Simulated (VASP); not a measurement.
# Br (Cmce) in VASP: further runs

The runs below take Br through single point, with revPBE.

Program: VASP 6.6.1. These are calculated values, not measurements. Logs are shortened: lines on timing, memory, paths and dates and some standing lists are left out, and cuts for length are marked.

### Step 1. The cell of the first run

The structure is orthorhombic, space group Cmce (No. 64). The conventional cell has a = 10.428 Å, b = 4.653 Å, c = 8.849 Å, α = 90.00°, β = 90.00°, γ = 90.00°. Br (site symmetry m) has 1 Br at 2.33 Å within 3.1 Å.

### Step 2. Single point, revPBE (53.67 Å³/atom)

INCAR reads:

```
PREC = Accurate
ENCUT = 520
EDIFF = 1E-7
ISMEAR = -1
SIGMA = 0.05
LREAL = F
LASPH = T
NELM = 60
ALGO = Normal
ISIF = 2
LWAVE = F
LCHARG = T
GGA = RE
LELF = T
LVHAR = T
NBANDS = 22
```

KPOINTS reads:

```
Automatic mesh
0
Gamma
  7 7 4
```

POSCAR reads:

```
Br
1.0
    5.2140333695     -2.3265070965      0.0000000000
    5.2140333695      2.3265070965      0.0000000000
    0.0000000000      0.0000000000      8.8489534201
Br
4
Direct
    0.8766682431      0.1233317569      0.1143950239
    0.6233317569      0.3766682431      0.6143950239
    0.1233317569      0.8766682431      0.8856049761
    0.3766682431      0.6233317569      0.3856049761
```

Potentials or basis: VASP PAW PBE potentials, release 64 (Br).

Run with:

```bash
> cat potpaw_PBE.64/Br/POTCAR > POTCAR
> mpirun -np 1 vasp_std > vasp.out
```

OUTCAR:

```text
PREC = Accurate
   ENCUT = 520
   EDIFF = 1E-7
   ISMEAR = -1
   LREAL = F
   LASPH = T
   NELM = 60
   ISIF = 2
   GGA = RE

 ion  position               nearest neighbor table
   1  0.877  0.123  0.114-   3 2.33
   2  0.623  0.377  0.614-   4 2.33
   3  0.123  0.877  0.886-   1 2.33
   4  0.377  0.623  0.386-   2 2.33

  LATTYP: Found a base centered orthorhombic cell.
 ALAT       =     4.6530141930
 B/A-ratio  =     2.2411422589
 C/A-ratio  =     1.9017679837

  Lattice vectors:

 A1 = (  -5.2140333695,  -2.3265070965,   0.0000000000)
 A2 = (   5.2140333695,  -2.3265070965,   0.0000000000)
 A3 = (   0.0000000000,   0.0000000000,   8.8489534201)

Analysis of symmetry for initial positions (statically):
=====================================================================
 Subroutine PRICEL returns:
 Original cell was already a primitive cell.

 Routine SETGRP: Setting up the symmetry group for a
 base centered orthorhombic supercell.

 Subroutine GETGRP returns: Found  8 space group operations
 (whereof  4 operations were pure point group operations)
 out of a pool of  8 trial point group operations.

The static configuration has the point symmetry C_2h.
 The point group associated with its full space group is D_2h.

Analysis of symmetry for dynamics (positions and initial velocities):
=====================================================================
 Subroutine PRICEL returns:
 Original cell was already a primitive cell.

 Routine SETGRP: Setting up the symmetry group for a
 base centered orthorhombic supercell.

 Subroutine GETGRP returns: Found  8 space group operations
 (whereof  4 operations were pure point group operations)
 out of a pool of  8 trial point group operations.

The dynamic configuration has the point symmetry C_2h.
 The point group associated with its full space group is D_2h.

 Subroutine INISYM returns: Found  8 space group operations
 (whereof  4 operations are pure point group operations),
 and found     1 'primitive' translations

----------------------------------------------------------------------------------------

                                     Primitive cell

  volume of cell :     214.6842

  direct lattice vectors                    reciprocal lattice vectors
     5.214033370 -2.326507096  0.000000000     0.095895052 -0.214914453  0.000000000
     5.214033370  2.326507096  0.000000000     0.095895052  0.214914453  0.000000000
     0.000000000  0.000000000  8.848953420     0.000000000  0.000000000  0.113007714

  length of vectors
     5.709534066  5.709534066  8.848953420     0.235338231  0.235338231  0.113007714

  position of ions in fractional coordinates (direct lattice)
     0.876668243  0.123331757  0.114395024
     0.623331757  0.376668243  0.614395024
     0.123331757  0.876668243  0.885604976
     0.376668243  0.623331757  0.385604976

  ion indices of the primitive-cell ions
   primitive index   ion index
                 1           1
                 2           2
                 3           3
                 4           4

----------------------------------------------------------------------------------------

 KPOINTS: Automatic mesh

Automatic generation of k-mesh.
 Grid dimensions read from file:
 generate k-points for:    7    7    4

 Generating k-lattice:

  Cartesian coordinates                     Fractional coordinates (reciprocal lattice)
     0.013699293 -0.030702065  0.000000000     0.142857143  0.000000000  0.000000000
     0.013699293  0.030702065  0.000000000     0.000000000  0.142857143  0.000000000
     0.000000000  0.000000000  0.028251929     0.000000000  0.000000000  0.250000000

  Length of vectors
     0.033619747  0.033619747  0.028251929

  Shift w.r.t. Gamma in fractional coordinates (k-lattice)
     0.000000000  0.000000000  0.000000000

 Subroutine IBZKPT returns following result:
 ===========================================

 Found     48 irreducible k-points:

 Following reciprocal coordinates:
            Coordinates               Weight
  0.000000  0.000000  0.000000      1.000000
  0.142857  0.000000  0.000000      4.000000
  0.285714  0.000000  0.000000      4.000000
  0.428571 -0.000000  0.000000      4.000000
  0.142857  0.142857  0.000000      2.000000
  0.285714  0.142857  0.000000      4.000000
[... 16 lines left out ...]
  0.428571  0.142857  0.250000      8.000000
 -0.428571  0.142857  0.250000      8.000000
 [... further k-points ...]
   k-points           NKPTS =     48   k-points in BZ     NKDIM =     48   number of bands    NBANDS=     22
   number of dos      NEDOS =    301   number of ions     NIONS =      4
   total plane-waves  NPLWV = 123480
   dimension x,y,z NGX =    42 NGY =   42 NGZ =   70
   dimension x,y,z NGXF=    84 NGYF=   84 NGZF=  140
   ions per type =               4
   NGX,Y,Z   is equivalent  to a cutoff of  12.23, 12.23, 13.15 a.u.
   NGXF,Y,Z  is equivalent  to a cutoff of  24.46, 24.46, 26.30 a.u.
 SYSTEM =  unknown system
   PREC   = accura    normal or accurate (medium, high low for compatibility)
   ISTART =      0    job   : 0-new  1-cont  2-samecut
   ICHARG =      2    charge: 1-file 2-atom 10-const
   ISPIN  =      1    spin polarized calculation?
   LNONCOLLINEAR =      F non collinear calculations
   LSORBIT =      F    spin-orbit coupling
   LASPH  =      T    aspherical Exc in radial PAW
   ENCUT  =  520.0 eV  38.22 Ry    6.18 a.u.  10.62 10.62 16.45*2*pi/ulx,y,z
   NELM   =     60;   NELMIN=  2; NELMDL= -5     # of ELM steps
   EDIFF  = 0.1E-06   stopping-criterion for ELM
   LREAL  =      F    real-space projection
   EDIFFG = 0.1E-05   stopping-criterion for IOM
   NSW    =      0    number of steps for IOM
   IBRION =     -1    ionic relax: 0-MD 1-quasi-New 2-CG
   NFREE  =      0    steps in history (QN), initial steepest desc. (CG)
   ISIF   =      2    stress and relaxation
   ISYM   =      2    0-nonsym 1-usesym 2-fastsym
   POTIM  = 0.5000    time-step for ionic-motion
   TEBEG  =    0.0;   TEEND  =   0.0 temperature during run
   PSTRESS=    0.0 pullay stress
   NELECT =      28.0000    total number of electrons
   NUPDOWN=      -1.0000    fix difference up-down
   EMIN   =  10.00;   EMAX   =-10.00  energy-range for DOS
   EFERMI =   0.00;   METHOD = LEGACY
   ISMEAR =    -1;   SIGMA  =   0.05  broadening in eV -4-tet -1-fermi 0-gaus
   EFERMI_NEDOS =   21; number of points for ismear=-14 and -15
   IALGO  =     38    algorithm
   IMIX   =      4    mixing-type and parameters
     AMIX     =   0.40;   BMIX     =  1.00
     AMIX_MAG =   1.60;   BMIX_MAG =  1.00
  volume/ion in A,a.u.               =      53.67       362.19
  Fermi-wavevector in a.u.,A,eV,Ry     =   0.830222  1.568892  9.378064  0.689268
  Thomas-Fermi vector in A             =   1.942902
   LORBIT       =      0    0 simple, 1 ext, 2 COOP (PROOUT), +10 PAW based schemes
   GGA     = RE    functional components
   LHFCALC =     F    Hartree Fock is set to
   AEXX    =    0.0000 exact exchange contribution
   IVDW    =     0    specifies the selected vdW correction
   LEPSILON=     F    determine dielectric tensor
   LRPA    =     F    only Hartree local field effects (RPA)
 non-spin polarized calculation
  energy-cutoff  :      520.00
  volume of cell :      214.68
 maximum number of plane-waves:      5817
   NGX = 21   NGY = 21   NGZ = 33

 number of electron      27.9999995 magnetization

 Free energy of the ion-electron system (eV)
  ---------------------------------------------------
  ext. energy  EPLUGINS =         0.00000000
  ---------------------------------------------------
  free energy    TOTEN  =        -5.81413608 eV

  energy without entropy =       -5.81413607  energy(sigma->0) =       -5.81413608

 E-fermi :  -1.7928     XC(G=0):  -5.6185

 val. band max:       -2.6609762575   @ k =   0.0000   0.0000   0.0000
 cond. band min:      -0.9421630447   @ k =   0.0000   0.0000   0.0000
 fundamental gap:      1.7188132128
 Fermi energy:        -1.7928073704

 k-point     1 :       0.0000    0.0000    0.0000
  band No.  band energies     occupation
      1     -18.2181      2.00000
      2     -17.9171      2.00000
      3     -15.6878      2.00000
      4     -15.0823      2.00000
      5      -7.3545      2.00000
      6      -6.4815      2.00000
[... 14 lines left out ...]
     21       6.2536      0.00000
     22       6.3631      0.00000

 k-point     2 :       0.1429    0.0000    0.0000
  band No.  band energies     occupation
      1     -18.1952      2.00000
      2     -17.9229      2.00000
      3     -15.6633      2.00000
      4     -15.1198      2.00000
      5      -7.3550      2.00000
      6      -6.5830      2.00000
[... 14 lines left out ...]
     21       6.3532      0.00000
     22       6.4624      0.00000

 k-point     3 :       0.2857    0.0000    0.0000
  band No.  band energies     occupation
      1     -18.1348      2.00000
      2     -17.9446      2.00000
      3     -15.5927      2.00000
      4     -15.2198      2.00000
      5      -7.3448      2.00000
      6      -6.8395      2.00000
[... 14 lines left out ...]
     21       6.2354      0.00000
     22       6.3044      0.00000

 k-point     4 :       0.4286   -0.0000    0.0000
  band No.  band energies     occupation
      1     -18.0582      2.00000
      2     -17.9897      2.00000
      3     -15.4842      2.00000
      4     -15.3521      2.00000
      5      -7.2800      2.00000
      6      -7.1088      2.00000
[... 14 lines left out ...]
     21       6.4713      0.00000
     22       6.9046      0.00000

 k-point     5 :       0.1429    0.1429    0.0000
  band No.  band energies     occupation
      1     -18.2173      2.00000
      2     -17.9167      2.00000
      3     -15.6871      2.00000
      4     -15.0823      2.00000
      5      -7.3530      2.00000
      6      -6.4824      2.00000
[... 417 lines left out ...]
 k-point    22 :       0.2857    0.1429    0.2500
  band No.  band energies     occupation
      1     -18.1593      2.00000
      2     -17.9683      2.00000
      3     -15.5784      2.00000
      4     -15.1964      2.00000
      5      -7.2554      2.00000
      6      -6.7171      2.00000
[... 14 lines left out ...]
     21       6.1729      0.00000
     22       6.5262      0.00000

 k-point    23 :       0.4286    0.1429    0.2500
  band No.  band energies     occupation
      1     -18.1084      2.00000
      2     -17.9748      2.00000
      3     -15.5352      2.00000
      4     -15.2731      2.00000
      5      -7.2566      2.00000
      6      -6.8833      2.00000
[... 14 lines left out ...]
     21       6.2874      0.00000
     22       6.6252      0.00000

 k-point    24 :      -0.4286    0.1429    0.2500
  band No.  band energies     occupation
      1     -18.0478      2.00000
      2     -18.0000      2.00000
      3     -15.4643      2.00000
      4     -15.3721      2.00000
      5      -7.2046      2.00000
      6      -7.0726      2.00000
[... 14 lines left out ...]
     21       6.4067      0.00000
     22       7.0625      0.00000

 [... further k-points ...]
[... 5 lines left out ...]
  --------------------------------------------------------------------------------------
  -------------------------------------------------------------------------------------
  Total        0.0485460      0.7104892      1.8038247      0.0000000      0.0000000      0.0000000
  in kB        0.3622961      5.3023447     13.4618520      0.0000000      0.0000000      0.0000000
  external PRESSURE =       6.3754976 kB  Pullay stress =       0.0000000 kB

 VOLUME and BASIS-vectors are now :
 -----------------------------------------------------------------------------
  energy-cutoff  :      520.00
  volume of cell :      214.68
      direct lattice vectors                 reciprocal lattice vectors
     5.214033370 -2.326507096  0.000000000     0.095895052 -0.214914453  0.000000000
     5.214033370  2.326507096  0.000000000     0.095895052  0.214914453  0.000000000
     0.000000000  0.000000000  8.848953420     0.000000000  0.000000000  0.113007714

 POSITION                                       TOTAL-FORCE (eV/Angst)
 -----------------------------------------------------------------------------------
      5.21403     -1.75264      1.01228         0.000000      0.210545      0.330372
      5.21403     -0.57386      5.43675         0.000000     -0.210545      0.330372
      5.21403      1.75264      7.83668         0.000000     -0.210545     -0.330372
      5.21403      0.57386      3.41220         0.000000      0.210545     -0.330372
 -----------------------------------------------------------------------------------
    total drift:                               -0.000000      0.000000     -0.000000

  FREE ENERGIE OF THE ION-ELECTRON SYSTEM (eV)
  ---------------------------------------------------
  free  energy   TOTEN  =        -5.8141360849 eV

  energy  without entropy=       -5.8141360733  energy(sigma->0) =       -5.81413608
```

Run time: 2.4 min. Hardware: 1 thread of AMD EPYC 9R45 (Zen 5), shared host; peak memory 0.39 GiB.

What came out:

```yaml
Free_energy: -5.8141 eV
Pressure: 0.6 GPa
Largest_force: 0.392 eV/Å
Band_gap_on_the_k_mesh: 1.72 eV
```

Forces on the atoms (eV/Å):
```
Br   0.000  0.211  0.330
Br   0.000 -0.211  0.330
Br   0.000 -0.211 -0.330
Br   0.000  0.211 -0.330
```

Levels at points of the mesh, in eV from the valence-band top:
```csv
k point,band 10,band 11,band 12,band 13,band 14,band 15,band 16,band 17,band 18,band 19
"(0.00, 0.00, 0.00)",-2.02,-0.99,-0.62,-0.17,0.00,1.72,2.41,5.37,6.62,7.66
"(0.00, 0.00, 0.50)",-2.03,-0.71,-0.71,-0.28,-0.28,1.99,1.99,5.94,5.94,8.40
```

Caveat: this functional lacks dispersion, which holds the molecules together, so the pressure and a relaxed volume are unreliable; the PAW data sets were made with another functional, which shifts forces and pressure a little; an odd mesh through Γ misses points on the zone boundary, where band edges can lie.

### Step 3. Single point, revPBE

This run uses another cell than the first one, of 55.91 Å³/atom.

INCAR reads:

```
SYSTEM = Br
ALGO = Normal
EDIFF = 1E-6
ENCUT = 520
GGA = RE
ISIF = 2
ISMEAR = -1
LASPH = .TRUE.
LCHARG = .TRUE.
LELF = .TRUE.
LREAL = .FALSE.
LVHAR = .TRUE.
LWAVE = .FALSE.
NBANDS = 22
NELM = 100
PREC = Accurate
SIGMA = 0.05
```

KPOINTS reads:

```
k-points
0
G
  7 7 4
  0 0 0
```

POSCAR reads:

```
Br
1.0
    5.2854673608     -2.3583810175      0.0000000000
    5.2854673608      2.3583810175      0.0000000000
    0.0000000000      0.0000000000      8.9701870251
Br
4
Direct
    0.8766682431      0.1233317569      0.1143950239
    0.6233317569      0.3766682431      0.6143950239
    0.1233317569      0.8766682431      0.8856049761
    0.3766682431      0.6233317569      0.3856049761
```

Potentials or basis: VASP PAW PBE potentials, release 64 (Br).

Run with:

```bash
> cat potpaw_PBE.64/Br/POTCAR > POTCAR
> mpirun -np 1 vasp_std > vasp.out
```

It took 3.1 min on 1 thread of AMD EPYC 9R45 (Zen 5), shared host; peak memory 0.45 GiB.

The run converged. Its results:

* Free energy: -5.8317 eV
* Pressure: 0.0 GPa
* Largest force: 0.004 eV/Å
* Band gap on the k mesh: 1.61 eV

Forces in eV/Å, atoms in the order of the input:
```
Br   0.000  0.001  0.004
Br   0.000 -0.001  0.004
Br   0.000 -0.001 -0.004
Br   0.000  0.001 -0.004
```

Levels at points of the mesh, in eV from the valence-band top:
```tsv
k point	band 11	band 12	band 13	band 14	band 15	band 16	band 17	band 18
(0.00, 0.00, 0.00)	-0.93	-0.57	-0.16	0.00	1.61	2.27	5.42	6.69
(0.00, 0.00, 0.50)	-0.66	-0.66	-0.26	-0.26	1.88	1.88	5.98	5.98
```

Caveat: this functional lacks dispersion, which holds the molecules together, so the pressure and a relaxed volume are unreliable; the PAW data sets were made with another functional, which shifts forces and pressure a little; an odd mesh through Γ misses points on the zone boundary, where band edges can lie.
